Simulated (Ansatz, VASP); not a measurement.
One calculation of SiC, two programs

The input POSCAR:

```
SiC
1.0
    3.0751950059      0.0000000000      0.0000000000
   -1.5375975029      2.6631969967      0.0000000000
    0.0000000000      0.0000000000      5.0481668544
Si C
2 2
Direct
    0.3333333333      0.6666666667      0.0046028828
    0.6666666667      0.3333333333      0.5046028828
    0.1157168759      0.5073603633      0.3803971172
    0.6666666667      0.3333333333      0.8803971172
```

File INCAR.step1:

```
SYSTEM = SiC
  PREC = Accurate
  ENCUT = 520
  ISMEAR = 0
  SIGMA = 0.05
  LREAL = .False.
  LASPH = .True.
  NELM = 60
  NBANDS = 16
  GGA = PE
  ALGO = Normal
  EDIFF = 1E-4
  LWAVE = .True.
  LCHARG = .False.
```

INCAR.step2

```
SYSTEM = SiC
  PREC = Accurate
  ENCUT = 520
  EDIFF = 1E-6
  ISMEAR = 0
  SIGMA = 0.05
  LREAL = .False.
  LASPH = .True.
  NELM = 60
  ALGO = Normal
  ISIF = 2
  LWAVE = .False.
  LCHARG = .False.
  METAGGA = R2SCAN
  LMIXTAU = .True.
  NBANDS = 16
  ISTART = 1
```

Contents of KPOINTS:

```
Automatic mesh
0
Gamma
  12 12 6
  0 0 0
```

Input for Ansatz:

```yaml
crystal:
  lattice:
    - [3.0751950059, 0.0, 0.0]
    - [-1.5375975029, 2.6631969967, 0.0]
    - [0.0, 0.0, 5.0481668544]
  atoms:
    - { symbol: Si, position: [0.3333333333, 0.6666666667, 0.0046028828] }
    - { symbol: Si, position: [0.6666666667, 0.3333333333, 0.5046028828] }
    - { symbol: C, position: [0.1157168759, 0.5073603633, 0.3803971172] }
    - { symbol: C, position: [0.6666666667, 0.3333333333, 0.8803971172] }
basis:
  ecutwfc: 500
kpoints:
  mp_grid: { grid: [12, 12, 6] }
hamiltonian:
  xc: r2scan
scf:
  occupations: { method: gaussian, width: 0.05 }
output:
  forces: true
  stress: true
  eigenvalues: true
```

Alike in both runs: task single point; functional r2SCAN; k mesh 12 × 12 × 6; occupations gaussian, width 0.05 eV; no spin polarisation.

|  | VASP | Ansatz |
| --- | --- | --- |
| version | VASP 6.6.1 | Ansatz 0.2.0 |
| potentials or method | VASP PAW PBE potentials, release 64 (Si, C), cutoff 520 eV | scalar-relativistic, plane waves, PAW |
| valence electrons in the cell | 16 | 16 |

Ansatz gave:

| Item | Value |
| --- | --- |
| gap on the k mesh at the Fermi level (eV) | 1.67 |
| least direct gap on the mesh (eV) | 3.40 |
| rms of the force components (eV/Å) | 12.479 |

Q: What did VASP give for the same quantities?

A: gap on the k mesh at the Fermi level (eV): 1.65; least direct gap on the mesh (eV): 3.39; rms of the force components (eV/Å): 12.225.

VASP's potentials were made for PBE, not for r2SCAN. Atom by atom the forces differ by 0.255 eV/Å (rms over components).
